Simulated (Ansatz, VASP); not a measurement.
**BN in VASP and in Ansatz**

INCAR

```
SYSTEM = BN
  ALGO = Normal
  EDIFF = 1E-7
  ENCUT = 520
  GGA = PE
  ISIF = 2
  ISMEAR = -1
  LASPH = .True.
  LCHARG = .False.
  LREAL = .False.
  LWAVE = .False.
  NBANDS = 11
  NELM = 60
  PREC = Accurate
  SIGMA = 0.03
```

Contents of KPOINTS:

```
k-points
0
Gamma
  13 13 13
  0 0 0
```

File POSCAR:

```
BN
1.0
    0.0000000000      1.7894250000      1.8075000000
    1.7894250000      0.0000000000      1.8075000000
    1.7894250000      1.7894250000      0.0000000000
B N
1 1
Direct
    0.0000000000      0.0000000000      0.0000000000
    0.7500000000      0.7500000000      0.7500000000
```

Input for Ansatz:

```yaml
crystal:
  lattice:
    - [0.0, 1.789425, 1.8075]
    - [1.789425, 0.0, 1.8075]
    - [1.789425, 1.789425, 0.0]
  atoms:
    - { symbol: B, position: [0.0, 0.0, 0.0] }
    - { symbol: "N", position: [0.75, 0.75, 0.75] }
kpoints:
  mp_grid: { grid: [13, 13, 13] }
  band_path:
    path:
      - [0.0, 0.0, 0.0]
      - [0.5, 0.0, 0.5]
      - [0.75, 0.25, 0.5]
      - [0.5, 0.5, 0.5]
      - [0.0, 0.0, 0.0]
      - [0.5, 0.5, 0.0]
      - [0.6274875, 0.6274875, 0.254975]
      - [0.3725125, 0.3725125, 0.745025]
      - [0.0, 0.0, 0.0]
    npoints: 5
scf:
  occupations: { method: fermi_dirac, width: 0.03 }
hamiltonian:
  xc: pbe
  pseudopotentials: { kind: all_electron, lapw: { basis_error: 0.001 } }
output:
  forces: true
  stress: true
  eigenvalues: true
```

Change from the starting cell: equal xx and yy strain of -1 %.

Alike in both runs: task single point; functional PBE; k mesh 13 × 13 × 13; occupations fermi-dirac, width 0.03 eV; no spin polarisation.

|  | VASP | Ansatz |
| --- | --- | --- |
| version | VASP 6.6.1 | Ansatz 0.2.0 |
| potentials or method | VASP PAW PBE potentials, release 64 (B, N), cutoff 520 eV | all-electron LAPW, scalar-relativistic |

VASP gave:

```
gap on the k mesh at the Fermi level (eV)                     : 4.47
pressure (GPa)                                                : 11.3
traceless stress, the component that is largest in VASP (GPa) : -4.26
```

**Question.** What did Ansatz give for the same quantities?

**Answer.** gap on the k mesh at the Fermi level (eV): 4.47; pressure (GPa): 11.0; traceless stress, the component that is largest in VASP (GPa): -4.26.

Ansatz ran all-electron here, and VASP with PAW potentials.
